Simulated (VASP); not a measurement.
Crystal: BN.

```
B N
1.0
     0.00000    1.75174    1.75174
     1.75174    0.00000    1.75174
     1.75174    1.75174    0.00000
B N
1 1
Direct
  0.00000 0.00000 0.00000
  0.50000 0.50000 0.50000
```

```yaml
Program: VASP 6.6.1
Task: relaxation of cell and atoms
Functional: PBEsol
Potentials_or_basis: VASP PAW PBE potentials, release 64 (B, N)
Cutoff: 600 eV
k_mesh: 12 × 12 × 12
Occupations: fermi-dirac, width 0.02 eV
Spin: no spin polarisation
```

At the start: pressure -6.9 GPa; volume 5.38 Å³/atom.

Problem. How do energy, volume and symmetry change on relaxing?

Solution. Over 3 steps the energy falls by 2.0 meV/atom and the volume is 5.28 Å³/atom (-1.8 %); space group Fm-3m (No. 225, to 0.05 Å).

The path:
```
step  energy change (eV)  largest force (eV/Å)  pressure (GPa)  volume (Å³)
   1              0.0000                0.0000           -6.87        10.75
   2             -0.0007                0.0000            6.59        10.40
   3             -0.0041                0.0000           -0.02        10.56
```

Final structure:
```
CELL_PARAMETERS angstrom
0.00000 1.74146 1.74146
1.74146 0.00000 1.74146
1.74146 1.74146 0.00000
ATOMIC_POSITIONS crystal
B 0.00000 0.00000 0.00000
N 0.50000 0.50000 0.50000
```

Caveat: the PAW data sets were made with another functional, which shifts forces and pressure a little.
